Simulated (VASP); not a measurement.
Rb: single point with PBEsol

The system is Rb.

```
Rb
1.0
     4.42969    0.00000    0.00000
    -2.21485    3.83623    0.00000
     0.00000    0.00000    7.17610
Rb
2
Direct
  0.33333 0.66667 0.25000
  0.66667 0.33333 0.75000
```

This isn't the form of Rb at room conditions, which is bcc.

```
Program                : VASP 6.6.1
Task                   : single point
Functional             : PBEsol
Potentials or basis    : VASP PAW PBE potentials, release 64 (Rb_sv)
Cutoff                 : 520 eV
k mesh                 : 10 × 10 × 6
Occupations            : fermi-dirac, width 0.05 eV
Spin                   : no spin polarisation
Dipole correction      : no
Further INCAR settings : ALGO = Normal; EDIFF = 1e-07; NBANDS = 16
```

| Quantity | Value |
| --- | --- |
| Pressure | 2.0 GPa |
| Band gap on the k mesh | zero (bands 9 and 10 overlap by 2.42 eV) |

Levels at points of the mesh, in eV from the Fermi level:
```
           k point  band 5  band 6  band 7  band 8  band 9  band 10  band 11  band 12  band 13  band 14
(0.00, 0.00, 0.00)  -12.73  -12.69  -12.69  -12.68   -2.54     0.01     1.11     3.74     3.74     3.87
(0.50, 0.00, 0.00)  -12.88  -12.81  -12.77  -12.73    0.03     0.43     1.08     1.45     2.51     3.10
(0.00, 0.00, 0.50)  -12.71  -12.71  -12.71  -12.71   -1.57    -1.57     2.52     2.52     3.76     3.76
(0.50, 0.00, 0.50)  -12.77  -12.77  -12.77  -12.77    0.23     0.23     1.35     1.35     2.57     2.57
```

Wall time 74 s on 1 thread of Intel(R) Xeon(R) Platinum 8259CL CPU @ 2.50GHz (Skylake/Cascade Lake), on a shared host, peak memory 0.28 GiB.

Caveat: the PAW data sets were made with another functional, which shifts forces and pressure a little.
